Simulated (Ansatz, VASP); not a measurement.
**Ni: VASP beside Ansatz**

INCAR

```
SYSTEM = Ni
PREC = Accurate ; ENCUT = 520
EDIFF = 1E-6 ; ISMEAR = 0
SIGMA = 0.1 ; LREAL = .FALSE.
LASPH = .TRUE. ; NELM = 150
ALGO = Normal ; ISIF = 2
LWAVE = .FALSE. ; LCHARG = .FALSE.
ISPIN = 2 ; MAGMOM = 0.8
LORBIT = 11 ; LMAXMIX = 4
GGA = PE ; NBANDS = 15
```

File KPOINTS:

```
Automatic mesh
0
G
  22 22 22
  0 0 0
```

The input POSCAR:

```
Ni
1.0
    0.0000000000      1.6883810440      1.6883810440
    1.6883810440      0.0000000000      1.6883810440
    1.6883810440      1.6883810440      0.0000000000
Ni
1
Direct
    0.0000000000      0.0000000000      0.0000000000
```

Input for Ansatz:

```yaml
crystal:
  lattice:
    - [0.0, 1.688381044, 1.688381044]
    - [1.688381044, 0.0, 1.688381044]
    - [1.688381044, 1.688381044, 0.0]
  atoms:
    - { symbol: Ni, position: [0.0, 0.0, 0.0], spin: 0.8 }
basis:
  ecutwfc: 420
kpoints:
  mp_grid: { grid: [22, 22, 22] }
hamiltonian:
  xc: pbe
scf:
  occupations: { method: gaussian, width: 0.1 }
output:
  forces: true
  stress: true
  eigenvalues: true
  populations: true
magnetization:
  spin_polarized: true
```

Alike in both runs: task single point; functional PBE; k mesh 22 × 22 × 22; occupations gaussian, width 0.1 eV; collinear spin.

```csv
,VASP,Ansatz
version,VASP 6.6.1,Ansatz 0.2.0
potentials or method,"VASP PAW PBE potentials, release 64 (Ni), cutoff 520 eV","scalar-relativistic, plane waves, PAW"
valence electrons in the cell,10,18
```

Ansatz gave:

* gap on the k mesh at the Fermi level (eV): none
* pressure (GPa): 33.3
* net moment per atom (μB): 0.62
* size of the moment on the site where the two differ most (μB): 0.66

Q: Estimate VASP's values.

A: gap on the k mesh at the Fermi level (eV): none; pressure (GPa): 32.5; net moment per atom (μB): 0.60; size of the moment on the site where the two differ most (μB): 0.60.

Site moments also hang on the region over which each program counts them. A gap of «none» marks a metal or a gap that the smearing closes. Both programs put the cell under a high pressure, so it lies far from rest at this level. With one functional, cell and mesh, what is left measures potentials, basis and numerics. VASP's potentials hold 10 valence electrons a cell and Ansatz's 18, so a difference there can come from the potentials and not from the codes.
